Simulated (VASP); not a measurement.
A run of VASP 6.6.1:

File INCAR:

```
SYSTEM = CO2
  ALGO = Normal
  EDIFF = 1E-6
  ENCUT = 520
  GGA = PS
  ISIF = 2
  ISMEAR = 0
  LASPH = .True.
  LCHARG = .False.
  LREAL = .False.
  LWAVE = .False.
  NBANDS = 44
  NELM = 80
  PREC = Accurate
  SIGMA = 0.02
```

The input KPOINTS:

```
k-points
0
Gamma
  4 4 4
  0 0 0
```

The input POSCAR:

```
CO2
1.0
    5.7839206475      0.0000000000      0.0000000000
    0.0000000000      5.7839206475      0.0000000000
    0.0000000000      0.0000000000      5.7839206475
C O
4 8
Direct
    0.0000000000      0.0000000000      0.0000000000
    0.5000000000      0.0000000000      0.5000000000
    0.5000000000      0.5000000000      0.0000000000
    0.0000000000      0.5000000000      0.5000000000
    0.1164821690      0.1164821690      0.1164821690
    0.3835178310      0.8835178310      0.6164821690
    0.6164821690      0.3835178310      0.8835178310
    0.8835178310      0.6164821690      0.3835178310
    0.8835178310      0.8835178310      0.8835178310
    0.6164821690      0.1164821690      0.3835178310
    0.3835178310      0.6164821690      0.1164821690
    0.1164821690      0.3835178310      0.6164821690
```

Potentials or basis: VASP PAW PBE potentials, release 64 (C, O).

The run is started by

```bash
$ cat potpaw_PBE.64/C/POTCAR potpaw_PBE.64/O/POTCAR > POTCAR
$ mpirun -np 1 vasp_std > vasp.out
```

Hardware: 1 thread of Intel(R) Xeon(R) 6975P-C (Granite Rapids), on a shared host.

Task: Estimate the wall time of this run.

Result: Run time: 42 s on 1 thread of Intel(R) Xeon(R) 6975P-C (Granite Rapids) (shared host), peak memory 0.33 GiB. Counts: scf iterations 14, k points 11.
